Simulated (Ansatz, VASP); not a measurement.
## TaN in VASP and in Ansatz

File INCAR:

```
SYSTEM = TaN
PREC     = Accurate       ! precision mode
ENCUT    = 600            ! plane-wave cutoff, eV
EDIFF    = 1E-6           ! SCF threshold, eV
ISMEAR   = 0              ! smearing method
SIGMA    = 0.1            ! smearing width, eV
LREAL    = .FALSE.        ! projectors in reciprocal space
LASPH    = .TRUE.         ! aspherical terms in the spheres
NELM     = 100            ! most SCF steps
ALGO     = Normal         ! electronic algorithm
ISIF     = 3              ! what is computed and relaxed
LWAVE    = .FALSE.        ! write WAVECAR
LCHARG   = .FALSE.        ! write CHGCAR
GGA      = PS             ! functional
IBRION   = 2              ! ionic algorithm
NSW      = 100            ! ionic steps
EDIFFG   = -0.05          ! ionic threshold
```

Contents of KPOINTS:

```
regular mesh
0
G
  6 6 4
  0 0 0
```

POSCAR

```
TaN
1.0
    3.0500010905      0.0000000000      0.0000000000
   -1.5250005453      2.6413784260      0.0000000000
    0.0000000000      0.0000000000      4.9400000000
Ta N
2 2
Direct
    0.3333333333      0.6666666667      0.0000000000
    0.6666666667      0.3333333333      0.5000000000
    0.3333333333      0.6666666667      0.3850000000
    0.6666666667      0.3333333333      0.8850000000
```

Input for Ansatz:

```yaml
crystal:
  lattice:
    - [3.0500010905, 0.0, 0.0]
    - [-1.5250005453, 2.641378426, 0.0]
    - [0.0, 0.0, 4.94]
  atoms:
    - { symbol: Ta, position: [0.3333333333, 0.6666666667, 0.0] }
    - { symbol: Ta, position: [0.6666666667, 0.3333333333, 0.5] }
    - { symbol: "N", position: [0.3333333333, 0.6666666667, 0.385] }
    - { symbol: "N", position: [0.6666666667, 0.3333333333, 0.885] }
basis:
  ecutwfc: 420
kpoints:
  mp_grid: { grid: [6, 6, 4] }
hamiltonian:
  xc: pbesol
scf:
  occupations: { method: gaussian, width: 0.1 }
output:
  forces: true
  stress: true
  eigenvalues: true
relax:
  adjacent_minimum: "off"
  f_tol: 0.05
  max_steps: 80
  cell: { stress_tol: 0.5 }
```

Alike in both runs: task relaxation of cell and atoms; functional PBEsol; k mesh 6 × 6 × 4; occupations gaussian, width 0.1 eV; no spin polarisation.

```csv
,VASP,Ansatz
version,VASP 6.6.1,Ansatz 0.2.0
potentials or method,"VASP PAW PBE potentials, release 64 (Ta_pv, N), cutoff 600 eV","scalar-relativistic, plane waves, PAW"
valence electrons in the cell,32,36
```

```tsv
	VASP	Ansatz	Ansatz less VASP
gap on the k mesh at the Fermi level, each at its own relaxed structure (eV)	none	none	-
relaxed volume (Å³/atom)	12.80	12.77	-0.027
relaxed length of the cell vector where the two differ most in proportion (Å)	3.124	3.120	-0.0041
```

VASP's potentials were made for PBE, not for PBEsol. A gap of «none» marks a metal or a gap that the smearing closes. VASP's potentials hold 32 valence electrons a cell and Ansatz's 36, so a difference there can come from the potentials and not from the codes.

The k mesh is coarse, so the values compare programs but aren't converged. Neither program's run includes spin-orbit coupling. Noted on VASP's run: the volume moved by over 15 % at a fixed basis, so the end points are rough.
